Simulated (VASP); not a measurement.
# CS2 (Cmce) in VASP: notebook

The runs below take CS2 through relaxation of cell and atoms, single point, with PBE, PBE+D3(BJ), PBEsol+D4, PBEsol.

All numbers are computed with VASP 6.6.1; they aren't measurements. Logs are shortened: lines on timing, memory, paths and dates and some standing lists are left out, and cuts for length are marked.

### 1 The cell of the first run

The structure is orthorhombic, space group Cmce (No. 64). The conventional cell has a = 7.292 Å, b = 5.989 Å, c = 9.851 Å, α = 90.00°, β = 90.00°, γ = 90.00°. Within 2.1 Å of S (site symmetry m) lie 1 C at 1.56 Å. C (site symmetry 2/m) has 2 S at 1.56 Å within 2.1 Å.

### 2 Relaxation of cell and atoms, PBE

Contents of INCAR:

```
SYSTEM = CS2
PREC     = Accurate       ! precision mode
ENCUT    = 600            ! plane-wave cutoff, eV
EDIFF    = 1E-6           ! SCF threshold, eV
ISMEAR   = -1             ! smearing method
SIGMA    = 0.05           ! smearing width, eV
LREAL    = .FALSE.        ! projectors in reciprocal space
LASPH    = .TRUE.         ! aspherical terms in the spheres
NELM     = 60             ! most SCF steps
ALGO     = Normal         ! electronic algorithm
ISIF     = 3              ! what is computed and relaxed
LWAVE    = .FALSE.        ! write WAVECAR
LCHARG   = .FALSE.        ! write CHGCAR
GGA      = PE             ! functional
IBRION   = 2              ! ionic algorithm
NSW      = 60             ! ionic steps
EDIFFG   = -0.01          ! ionic threshold
```

Contents of KPOINTS:

```
Automatic mesh
0
G
  6 6 3
  0 0 0
```

Contents of POSCAR:

```
CS2
1.0
    3.6457880000     -2.9943140000      0.0000000000
    3.6457880000      2.9943140000      0.0000000000
    0.0000000000      0.0000000000      9.8512570000
S C
4 2
Direct
    0.1815210000      0.8184790000      0.8868670000
    0.3184790000      0.6815210000      0.3868670000
    0.6815210000      0.3184790000      0.6131330000
    0.8184790000      0.1815210000      0.1131330000
    0.5000000000      0.5000000000      0.5000000000
    0.0000000000      0.0000000000      0.0000000000
```

Potentials or basis: VASP PAW PBE potentials, release 64 (S, C).

On the command line:

```
$ cat potpaw_PBE.64/S/POTCAR potpaw_PBE.64/C/POTCAR > POTCAR
$ mpirun -np 1 vasp_std > vasp.out
```

OUTCAR:

```text
SYSTEM = CS2
   PREC = Accurate
   ENCUT = 600
   EDIFF = 1E-6
   ISMEAR = -1
   LREAL = .FALSE.
   LASPH = .TRUE.
   NELM = 60
   ISIF = 3
   GGA = PE
   IBRION = 2
   NSW = 60
   EDIFFG = -0.01

 ion  position               nearest neighbor table
   1  0.182  0.818  0.887-   6 1.56
   2  0.318  0.682  0.387-   5 1.56
   3  0.682  0.318  0.613-   5 1.56
   4  0.818  0.182  0.113-   6 1.56
   5  0.500  0.500  0.500-   2 1.56   3 1.56
   6  0.000  0.000  0.000-   1 1.56   4 1.56

  LATTYP: Found a base centered orthorhombic cell.
 ALAT       =     5.9886280000
 B/A-ratio  =     1.2175703684
 C/A-ratio  =     1.6449939786

  Lattice vectors:

 A1 = (  -3.6457880000,  -2.9943140000,   0.0000000000)
 A2 = (   3.6457880000,  -2.9943140000,   0.0000000000)
 A3 = (   0.0000000000,   0.0000000000,   9.8512570000)

Analysis of symmetry for initial positions (statically):
=====================================================================
 Subroutine PRICEL returns:
 Original cell was already a primitive cell.

 Routine SETGRP: Setting up the symmetry group for a
 base centered orthorhombic supercell.

 Subroutine GETGRP returns: Found  8 space group operations
 (whereof  4 operations were pure point group operations)
 out of a pool of  8 trial point group operations.

The static configuration has the point symmetry C_2h.
 The point group associated with its full space group is D_2h.

Analysis of symmetry for dynamics (positions and initial velocities):
=====================================================================
 Subroutine PRICEL returns:
 Original cell was already a primitive cell.

 Routine SETGRP: Setting up the symmetry group for a
 base centered orthorhombic supercell.

 Subroutine GETGRP returns: Found  8 space group operations
 (whereof  4 operations were pure point group operations)
 out of a pool of  8 trial point group operations.

The dynamic configuration has the point symmetry C_2h.
 The point group associated with its full space group is D_2h.

 Subroutine INISYM returns: Found  8 space group operations
 (whereof  4 operations are pure point group operations),
 and found     1 'primitive' translations

----------------------------------------------------------------------------------------

                                     Primitive cell

  volume of cell :     215.0851

  direct lattice vectors                    reciprocal lattice vectors
     3.645788000 -2.994314000  0.000000000     0.137144562 -0.166983155  0.000000000
     3.645788000  2.994314000  0.000000000     0.137144562  0.166983155  0.000000000
     0.000000000  0.000000000  9.851257000     0.000000000  0.000000000  0.101509889

  length of vectors
     4.717805260  4.717805260  9.851257000     0.216083329  0.216083329  0.101509889

  position of ions in fractional coordinates (direct lattice)
     0.181521000  0.818479000  0.886867000
     0.318479000  0.681521000  0.386867000
     0.681521000  0.318479000  0.613133000
     0.818479000  0.181521000  0.113133000
     0.500000000  0.500000000  0.500000000
     0.000000000  0.000000000  0.000000000

  ion indices of the primitive-cell ions
   primitive index   ion index
                 1           1
                 2           2
                 3           3
                 4           4
                 5           5
                 6           6

----------------------------------------------------------------------------------------

 KPOINTS: Automatic mesh

Automatic generation of k-mesh.
 Grid dimensions read from file:
 generate k-points for:    6    6    3

 Generating k-lattice:

  Cartesian coordinates                     Fractional coordinates (reciprocal lattice)
     0.022857427 -0.027830526  0.000000000     0.166666667  0.000000000  0.000000000
     0.022857427  0.027830526  0.000000000     0.000000000  0.166666667  0.000000000
     0.000000000  0.000000000  0.033836630     0.000000000  0.000000000  0.333333333

  Length of vectors
     0.036013888  0.036013888  0.033836630

  Shift w.r.t. Gamma in fractional coordinates (k-lattice)
     0.000000000  0.000000000  0.000000000

 Subroutine IBZKPT returns following result:
 ===========================================

 Found     26 irreducible k-points:

 Following reciprocal coordinates:
            Coordinates               Weight
  0.000000  0.000000  0.000000      1.000000
  0.166667  0.000000  0.000000      4.000000
  0.333333  0.000000  0.000000      4.000000
  0.500000  0.000000  0.000000      2.000000
  0.166667  0.166667  0.000000      2.000000
  0.333333  0.166667  0.000000      4.000000
[... 16 lines left out ...]
  0.333333  0.333333  0.333333      4.000000
  0.500000  0.333333  0.333333      8.000000
 [... further k-points ...]
   k-points           NKPTS =     26   k-points in BZ     NKDIM =     26   number of bands    NBANDS=     20
   number of dos      NEDOS =    301   number of ions     NIONS =      6
   total plane-waves  NPLWV = 128000
   dimension x,y,z NGX =    40 NGY =   40 NGZ =   80
   dimension x,y,z NGXF=    80 NGYF=   80 NGZF=  160
   ions per type =               4   2
   NGX,Y,Z   is equivalent  to a cutoff of  14.10, 14.10, 13.50 a.u.
   NGXF,Y,Z  is equivalent  to a cutoff of  28.19, 28.19, 27.00 a.u.
 SYSTEM =  CS2
   PREC   = accura    normal or accurate (medium, high low for compatibility)
   ISTART =      0    job   : 0-new  1-cont  2-samecut
   ICHARG =      2    charge: 1-file 2-atom 10-const
   ISPIN  =      1    spin polarized calculation?
   LNONCOLLINEAR =      F non collinear calculations
   LSORBIT =      F    spin-orbit coupling
   LASPH  =      T    aspherical Exc in radial PAW
   ENCUT  =  600.0 eV  44.10 Ry    6.64 a.u.   9.42  9.42 19.68*2*pi/ulx,y,z
   NELM   =     60;   NELMIN=  2; NELMDL= -5     # of ELM steps
   EDIFF  = 0.1E-05   stopping-criterion for ELM
   LREAL  =      F    real-space projection
   EDIFFG = -.1E-01   stopping-criterion for IOM
   NSW    =     60    number of steps for IOM
   IBRION =      2    ionic relax: 0-MD 1-quasi-New 2-CG
   NFREE  =      1    steps in history (QN), initial steepest desc. (CG)
   ISIF   =      3    stress and relaxation
   ISYM   =      2    0-nonsym 1-usesym 2-fastsym
   POTIM  = 0.5000    time-step for ionic-motion
   TEBEG  =    0.0;   TEEND  =   0.0 temperature during run
   PSTRESS=    0.0 pullay stress
   NELECT =      32.0000    total number of electrons
   NUPDOWN=      -1.0000    fix difference up-down
   EMIN   =  10.00;   EMAX   =-10.00  energy-range for DOS
   EFERMI =   0.00;   METHOD = LEGACY
   ISMEAR =    -1;   SIGMA  =   0.05  broadening in eV -4-tet -1-fermi 0-gaus
   EFERMI_NEDOS =   21; number of points for ismear=-14 and -15
   IALGO  =     38    algorithm
   IMIX   =      4    mixing-type and parameters
     AMIX     =   0.40;   BMIX     =  1.00
     AMIX_MAG =   1.60;   BMIX_MAG =  1.00
  volume/ion in A,a.u.               =      35.85       241.91
  Fermi-wavevector in a.u.,A,eV,Ry     =   0.867470  1.639281 10.238452  0.752505
  Thomas-Fermi vector in A             =   1.986009
   LORBIT       =      0    0 simple, 1 ext, 2 COOP (PROOUT), +10 PAW based schemes
   GGA     = PE    functional components
   LHFCALC =     F    Hartree Fock is set to
   AEXX    =    0.0000 exact exchange contribution
   IVDW    =     0    specifies the selected vdW correction
   LEPSILON=     F    determine dielectric tensor
   LRPA    =     F    only Hartree local field effects (RPA)
 conjugate gradient relaxation of ions
 non-spin polarized calculation
  energy-cutoff  :      600.00
  volume of cell :      215.09
 maximum number of plane-waves:      7210
 NGX is ok and might be reduce to    40
   NGX = 19   NGY = 19   NGZ = 39

 number of electron      31.9999998 magnetization

 Free energy of the ion-electron system (eV)
  ---------------------------------------------------
  ext. energy  EPLUGINS =         0.00000000
  ---------------------------------------------------
  free energy    TOTEN  =       -33.38395733 eV

  energy without entropy =      -33.38395733  energy(sigma->0) =      -33.38395733

 E-fermi :  -1.0299     XC(G=0):  -6.2220

 val. band max:       -2.1671851143   @ k =   0.5000   0.5000   0.0000
 cond. band min:       1.2646647136   @ k =   0.5000   0.5000   0.0000
 fundamental gap:      3.4318498278
 Fermi energy:        -1.0298700398

 k-point     1 :       0.0000    0.0000    0.0000
  band No.  band energies     occupation
      1     -17.0257      2.00000
      2     -16.9869      2.00000
      3     -14.8455      2.00000
      4     -14.7774      2.00000
      5      -8.4626      2.00000
      6      -8.2221      2.00000
[... 12 lines left out ...]
     19       1.6187      0.00000
     20       1.8427      0.00000

 k-point     2 :       0.1667    0.0000    0.0000
  band No.  band energies     occupation
      1     -17.0148      2.00000
      2     -16.9810      2.00000
      3     -14.8450      2.00000
      4     -14.7863      2.00000
      5      -8.4462      2.00000
      6      -8.2323      2.00000
[... 12 lines left out ...]
     19       1.5886      0.00000
     20       1.7376      0.00000

 k-point     3 :       0.3333    0.0000    0.0000
  band No.  band energies     occupation
      1     -16.9908      2.00000
      2     -16.9711      2.00000
      3     -14.8412      2.00000
      4     -14.8076      2.00000
      5      -8.3971      2.00000
      6      -8.2667      2.00000
[... 12 lines left out ...]
     19       1.5475      0.00000
     20       1.5747      0.00000

 k-point     4 :       0.5000    0.0000    0.0000
  band No.  band energies     occupation
      1     -16.9724      2.00000
      2     -16.9724      2.00000
      3     -14.8289      2.00000
      4     -14.8289      2.00000
      5      -8.3276      2.00000
      6      -8.3276      2.00000
[... 429 lines left out ...]
 k-point    23 :       0.3333    0.3333    0.3333
  band No.  band energies     occupation
      1     -16.9716      2.00000
      2     -16.9577      2.00000
      3     -14.8302      2.00000
      4     -14.8093      2.00000
      5      -8.3879      2.00000
      6      -8.3317      2.00000
[... 12 lines left out ...]
     19       1.5954      0.00000
     20       1.8447      0.00000

 k-point    24 :       0.5000    0.3333    0.3333
  band No.  band energies     occupation
      1     -16.9613      2.00000
      2     -16.9508      2.00000
      3     -14.8313      2.00000
      4     -14.8169      2.00000
      5      -8.3673      2.00000
      6      -8.3370      2.00000
[... 12 lines left out ...]
     19       1.6770      0.00000
     20       1.7835      0.00000

 [... further k-points ...]
[... 5 lines left out ...]
  --------------------------------------------------------------------------------------
  -------------------------------------------------------------------------------------
  Total        0.0222698     -0.0066979     -0.0049199      0.0000000     -0.0000000      0.0000000
  in kB        0.1658886     -0.0498929     -0.0366488      0.0000000     -0.0000000      0.0000000
  external PRESSURE =       0.0264490 kB  Pullay stress =       0.0000000 kB

 VOLUME and BASIS-vectors are now :
 -----------------------------------------------------------------------------
  energy-cutoff  :      600.00
  volume of cell :      215.09
      direct lattice vectors                 reciprocal lattice vectors
     3.645788000 -2.994314000  0.000000000     0.137144562 -0.166983155  0.000000000
     3.645788000  2.994314000  0.000000000     0.137144562  0.166983155  0.000000000
     0.000000000  0.000000000  9.851257000     0.000000000  0.000000000  0.101509889

 POSITION                                       TOTAL-FORCE (eV/Angst)
 -----------------------------------------------------------------------------------
      3.64579      1.90725      8.73675        -0.000000      0.003691      0.001724
      3.64579      1.08706      3.81113        -0.000000     -0.003691      0.001724
      3.64579     -1.08706      6.04013        -0.000000      0.003691     -0.001724
      3.64579     -1.90725      1.11450        -0.000000     -0.003691     -0.001724
      3.64579      0.00000      4.92563         0.000000      0.000000      0.000000
      0.00000      0.00000      0.00000        -0.000000      0.000000      0.000000
 -----------------------------------------------------------------------------------
    total drift:                               -0.000000     -0.000000     -0.000000

  FREE ENERGIE OF THE ION-ELECTRON SYSTEM (eV)
  ---------------------------------------------------
  free  energy   TOTEN  =       -33.3839573336 eV

  energy  without entropy=      -33.3839573336  energy(sigma->0) =      -33.38395733

 reached required accuracy - stopping structural energy minimisation
```

It took 66 s on 1 thread of Intel Xeon 6975P-C (Granite Rapids), shared host; peak memory 0.39 GiB.

What came out:

```
Free energy                  : -33.3840 eV
Pressure after relaxing      : 0.0 GPa
Largest force after relaxing : 0.004 eV/Å
Band gap on the k mesh       : 3.43 eV
```

Forces on the atoms (eV/Å):
```
S    0.000  0.004  0.002
S    0.000 -0.004  0.002
S    0.000  0.004 -0.002
S    0.000 -0.004 -0.002
C    0.000  0.000  0.000
C    0.000  0.000  0.000
```

Final structure:
```
S C
1.0
     3.64579   -2.99431    0.00000
     3.64579    2.99431    0.00000
     0.00000    0.00000    9.85126
S C
4 2
Cartesian
  3.6458 1.9073 8.7368
  3.6458 1.0871 3.8111
  3.6458 -1.0871 6.0401
  3.6458 -1.9073 1.1145
  3.6458 0.0000 4.9256
  0.0000 0.0000 0.0000
```

Caveat: the relaxation stopped at its first step, so nothing moved; this functional lacks dispersion, which holds the molecules together, so the pressure and a relaxed volume are unreliable; an odd mesh through Γ misses points on the zone boundary, where band edges can lie.

(Part 1 of 4 ends here.)
